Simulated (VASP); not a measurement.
# C: single point with PBEsol

C:

```xyz
2
Lattice="0.0000 1.7743 1.7743 1.7743 0.0000 1.7743 1.7743 1.7743 0.0000" Properties=species:S:1:pos:R:3 pbc="T T T"
C     1.7743    1.7743    1.7743
C     2.6615    2.6615    2.6615
```

```yaml
Program: VASP 6.6.1
Task: single point
Functional: PBEsol
Potentials_or_basis: VASP PAW PBE potentials, release 64 (C_h)
Cutoff: 910 eV
k_mesh: 10 × 10 × 10
Occupations: gaussian, width 0.01 eV
Spin: no spin polarisation
```

```yaml
Pressure: 2.0 GPa
Band_gap_on_the_k_mesh: 4.07 eV, indirect (least direct gap 5.59 eV)
```

Levels at points of the mesh, in eV from the valence-band top:
```
           k point  band 1  band 2  band 3  band 4  band 5  band 6  band 7  band 8  band 9
(0.00, 0.00, 0.00)  -21.72    0.00    0.00    0.00    5.59    5.59    5.59   13.72   19.16
(0.50, 0.00, 0.00)  -15.80  -13.63   -2.85   -2.85    8.45    8.45    9.05   15.63   21.86
(0.50, 0.50, 0.00)  -12.88  -12.88   -6.43   -6.43    4.64    4.64   17.02   17.02   23.36
```

Wall time 13 s on 1 thread of Intel(R) Xeon(R) Platinum 8375C CPU @ 2.90GHz (Ice Lake), on a shared host, peak memory 0.14 GiB.

Caveat: the cutoff is under 1.25 times the usual one of these potentials, so pressure, stress and relaxed cells hold a basis-set (Pulay) error; the PAW data sets were made with another functional, which shifts forces and pressure a little. A k mesh can miss the band edges.
